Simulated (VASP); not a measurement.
# WS2 in VASP: further runs, part 2 of 2

VASP 6.6.1. The steps go on from the part before.

### Step 3. Single point, PBEsol (32.33 Å³/atom)

INCAR reads:

```
PREC = Accurate ; ENCUT = 520
EDIFF = 1E-6 ; ISMEAR = 0
SIGMA = 0.05 ; LREAL = False
LASPH = True ; NELM = 100
ALGO = Normal ; ISIF = 2
LWAVE = False ; LCHARG = False
GGA = PS ; NBANDS = 35
```

KPOINTS reads:

```
Automatic mesh
0
Gamma
  12 12 2
```

POSCAR reads:

```
WS2
1.0
    3.1454165900      0.0000000000      0.0000000000
   -1.5727082950      2.7240106724      0.0000000000
    0.0000000000      0.0000000000     22.6375631982
W S
2 4
Direct
    0.3333333333      0.6666666667      0.6345659624
    0.6666666667      0.3333333333      0.3654340376
    0.3333333333      0.6666666667      0.2989660749
    0.6666666667      0.3333333333      0.5680485953
    0.3333333333      0.6666666667      0.4319514047
    0.6666666667      0.3333333333      0.7010339251
```

Potentials or basis: VASP PAW PBE potentials, release 64 (W_sv, S).

The run is started by

```sh
$ cat potpaw_PBE.64/W_sv/POTCAR potpaw_PBE.64/S/POTCAR > POTCAR
$ mpirun -np 1 vasp_std > vasp.out
```

OUTCAR:

```text
PREC = Accurate
   ENCUT = 520
   EDIFF = 1E-6
   ISMEAR = 0
   LREAL = False
   LASPH = True
   NELM = 100
   ISIF = 2
   GGA = PS

 ion  position               nearest neighbor table
   1  0.333  0.667  0.635-   6 2.36   6 2.36   6 2.36   4 2.36   4 2.36   4 2.36
   2  0.667  0.333  0.365-   3 2.36   3 2.36   3 2.36   5 2.36   5 2.36   5 2.36
   3  0.333  0.667  0.299-   2 2.36   2 2.36   2 2.36
   4  0.667  0.333  0.568-   1 2.36   1 2.36   1 2.36
   5  0.333  0.667  0.432-   2 2.36   2 2.36   2 2.36
   6  0.667  0.333  0.701-   1 2.36   1 2.36   1 2.36

  LATTYP: Found a hexagonal cell.
 ALAT       =     3.1454165900
 C/A-ratio  =     7.1970000000

  Lattice vectors:

 A1 = (   3.1454165900,   0.0000000000,   0.0000000000)
 A2 = (  -1.5727082950,   2.7240106724,   0.0000000000)
 A3 = (   0.0000000000,   0.0000000000,  22.6375631982)

Analysis of symmetry for initial positions (statically):
=====================================================================
 Subroutine PRICEL returns:
 Original cell was already a primitive cell.

[... 181 lines left out ...]
 cond. band min:       2.7817482364   @ k =   0.3333   0.3333   0.5000
 fundamental gap:      1.0859906666
 Fermi energy:         1.9203557714

 k-point     1 :       0.0000    0.0000    0.0000
  band No.  band energies     occupation
      1     -72.7570      2.00000
      2     -72.7570      2.00000
      3     -37.0683      2.00000
      4     -37.0683      2.00000
      5     -36.8909      2.00000
      6     -36.8909      2.00000
[... 901 lines left out ...]
     34       6.0228      0.00000
     35       7.7554      0.00000

 [... further k-points ...]

------------------------ aborting loop because EDIFF is reached ----------------------------------------

  FORCE on cell =-STRESS in cart. coord.  units (eV):
  Direction    XX          YY          ZZ          XY          YZ          ZX
  --------------------------------------------------------------------------------------
  -------------------------------------------------------------------------------------
  Total        3.3666754      3.3666754      8.5235468      0.0000000     -0.0000000      0.0000000
  in kB       27.8096276     27.8096276     70.4067473      0.0000000     -0.0000000      0.0000000
  external PRESSURE =      42.0086675 kB  Pullay stress =       0.0000000 kB

 VOLUME and BASIS-vectors are now :
 -----------------------------------------------------------------------------
  energy-cutoff  :      520.00
  volume of cell :      193.96
      direct lattice vectors                 reciprocal lattice vectors
     3.145416590  0.000000000  0.000000000     0.317922911  0.183552879  0.000000000
    -1.572708295  2.724010672  0.000000000     0.000000000  0.367105757  0.000000000
     0.000000000  0.000000000 22.637563198     0.000000000  0.000000000  0.044174366

 POSITION                                       TOTAL-FORCE (eV/Angst)
 -----------------------------------------------------------------------------------
     -0.00000      1.81601     14.36503        -0.000000      0.000000      0.007790
      1.57271      0.90800      8.27254         0.000000     -0.000000     -0.007790
     -0.00000      1.81601      6.76786        -0.000000     -0.000000     -1.399345
      1.57271      0.90800     12.85924         0.000000      0.000000     -1.364987
     -0.00000      1.81601      9.77833        -0.000000     -0.000000      1.364987
      1.57271      0.90800     15.86970         0.000000      0.000000      1.399345
 -----------------------------------------------------------------------------------
    total drift:                                0.000000     -0.000000      0.000000

  FREE ENERGIE OF THE ION-ELECTRON SYSTEM (eV)
  ---------------------------------------------------
  free  energy   TOTEN  =       -50.3495687406 eV

  energy  without entropy=      -50.3495687406  energy(sigma->0) =      -50.34956874
```

OSZICAR:

```text
N       E                     dE             d eps       ncg     rms          rms(c)
DAV:   1     0.498269731951E+03    0.49827E+03   -0.28047E+04  3052   0.134E+03
DAV:   2    -0.197093629380E+02   -0.51798E+03   -0.50322E+03  3330   0.355E+02
DAV:   3    -0.518514850025E+02   -0.32142E+02   -0.31751E+02  3381   0.874E+01
[... 15 lines left out ...]
DAV:  19    -0.503495488038E+02   -0.26057E-04   -0.67200E-07  2275   0.228E-03    0.449E-03
DAV:  20    -0.503495630514E+02   -0.14248E-04   -0.48230E-07  2220   0.212E-03    0.241E-03
DAV:  21    -0.503495662998E+02   -0.32484E-05   -0.11046E-07  1995   0.105E-03    0.847E-04
DAV:  22    -0.503495686283E+02   -0.23286E-05   -0.92202E-08  1969   0.704E-04    0.740E-04
DAV:  23    -0.503495687406E+02   -0.11230E-06   -0.83464E-09  1630   0.298E-04
   1 F= -.50349569E+02 E0= -.50349569E+02  d E =-.337817E-12
```

It took 4.4 min on 1 thread of Intel Xeon Platinum 8488C (Sapphire Rapids), shared host; peak memory 0.43 GiB.

Results:

* Free energy: -50.3496 eV
* Largest force: 1.399 eV/Å
* Band gap on the k mesh: 1.09 eV (least direct gap 1.73 eV)

Forces on the atoms (eV/Å):
```
W    0.000  0.000  0.008
W    0.000  0.000 -0.008
S    0.000  0.000 -1.399
S    0.000  0.000 -1.365
S    0.000  0.000  1.365
S    0.000  0.000  1.399
```

Caveat: there is no dipole correction, which matters where the two faces differ; the PAW data sets were made with another functional, which shifts forces and pressure a little; spin-orbit coupling is left out, which moves the levels of the heavy elements.

### Step 4. Single point, PBEsol (32.33 Å³/atom)

INCAR reads:

```
SYSTEM = WS2
ALGO     = Normal         ! electronic algorithm
EDIFF    = 1E-6           ! SCF threshold, eV
ENCUT    = 520            ! plane-wave cutoff, eV
GGA      = PS             ! functional
ISIF     = 2              ! what is computed and relaxed
ISMEAR   = 0              ! smearing method
LASPH    = .TRUE.         ! aspherical terms in the spheres
LCHARG   = .FALSE.        ! write CHGCAR
LREAL    = .FALSE.        ! projectors in reciprocal space
LWAVE    = .FALSE.        ! write WAVECAR
NBANDS   = 35             ! bands
NELM     = 100            ! most SCF steps
PREC     = Accurate       ! precision mode
SIGMA    = 0.05           ! smearing width, eV
```

KPOINTS reads:

```
k-points
0
G
  12 12 2
  0 0 0
```

POSCAR, as its differences from that of step 3:

```diff
@@ -2,5 +2,5 @@
 1.0
-    3.1454165900      0.0000000000      0.0000000000
-   -1.5727082950      2.7240106724      0.0000000000
-    0.0000000000      0.0000000000     22.6375631982
+    3.1035503241      0.0000000000      0.0000000000
+   -1.5517751620      2.6877534226      0.0000000000
+    0.0000000000      0.0000000000     23.2524349544
 W S
```

The run is started by

```sh
$ cat potpaw_PBE.64/W_sv/POTCAR potpaw_PBE.64/S/POTCAR > POTCAR
$ mpirun -np 1 vasp_std > vasp.out
```

Wall time 4.4 min (1 thread of Intel Xeon Platinum 8488C (Sapphire Rapids), shared host); peak memory 0.41 GiB.

It converged, with:

```yaml
Free_energy: -50.4235 eV
Largest_force: 0.822 eV/Å
Band_gap_on_the_k_mesh: 1.55 eV (least direct gap 2.01 eV)
```

Forces in eV/Å, atoms in the order of the input:
```
W    0.000  0.000  0.003
W    0.000  0.000 -0.003
S    0.000  0.000 -0.822
S    0.000  0.000 -0.809
S    0.000  0.000  0.809
S    0.000  0.000  0.822
```

Levels at points of the mesh, in eV from the valence-band top:
```tsv
k point	band 23	band 24	band 25	band 26	band 27	band 28	band 29	band 30
(0.00, 0.00, 0.00)	-1.91	-1.91	-0.69	0.00	2.80	2.80	2.81	2.81
(0.50, 0.00, 0.00)	-1.52	-1.45	-1.35	-1.29	2.86	2.88	3.20	3.36
(0.00, 0.00, 0.50)	-1.91	-1.91	-0.69	0.00	2.80	2.80	2.81	2.81
(0.50, 0.00, 0.50)	-1.52	-1.45	-1.35	-1.29	2.86	2.88	3.20	3.36
```

Caveat: there is no dipole correction, which matters where the two faces differ; the PAW data sets were made with another functional, which shifts forces and pressure a little; spin-orbit coupling is left out, which moves the levels of the heavy elements.

### Step 5. Overview

```csv
cell,gap on the mesh (eV),largest force (eV/Å)
"a = 2.981, b = 2.981, c = 25.199 Å, angles 90.0, 90.0, 120.0°, 6 atoms",1.28,0.87
"a = 3.145, b = 3.145, c = 22.638 Å, angles 90.0, 90.0, 120.0°, 6 atoms",1.09,1.40
"a = 3.104, b = 3.104, c = 23.252 Å, angles 90.0, 90.0, 120.0°, 6 atoms",1.55,0.82
```

Alike in all rows: task single point; level PBEsol; potentials or basis VASP PAW PBE potentials, release 64 (W_sv, S); no spin polarisation; k mesh 12 × 12 × 2; cutoff (eV) 520; smearing gaussian 0.05 eV.

Caveats: there is no dipole correction, which matters where the two faces differ; the PAW data sets were made with another functional, which shifts forces and pressure a little; spin-orbit coupling is left out, which moves the levels of the heavy elements.

Total energies depend on the potentials used, so only differences within one code and one set of settings carry meaning.
